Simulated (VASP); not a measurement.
Crystal: Sn.

```
Sn
1.0
    -2.00176    2.00176    1.63831
     2.00176   -2.00176    1.63831
     2.00176    2.00176   -1.63831
Sn
1
Direct
  0.00000 0.00000 0.00000
```

Base run:

| Item | Value |
| --- | --- |
| Program | VASP 6.6.1 |
| Functional | r2SCAN |
| Potentials or basis | VASP PAW PBE potentials, release 64 (Sn_d) |
| Cutoff | 520 eV |
| k mesh | 10 × 10 × 10 |
| Occupations | fermi-dirac, width 0.05 eV |
| Spin | no spin polarisation |

Its results: band gap on the k mesh zero (bands 7 and 8 overlap by 9.71 eV); pressure 1.7 GPa.

Q: The run is repeated on the same cell with these changes: functional from r2SCAN to HSE06; k mesh from 10 × 10 × 10 to 6 × 6 × 6. What comes out?

A: Band gap on the k mesh zero (bands 7 and 8 overlap by 10.11 eV); pressure 2.2 GPa.

Several settings changed at once.

Caveats: some runs use coarse meshes; the PAW data sets were made with another functional, which shifts forces and pressure a little; spin-orbit coupling is left out, which moves the levels of the heavy elements.
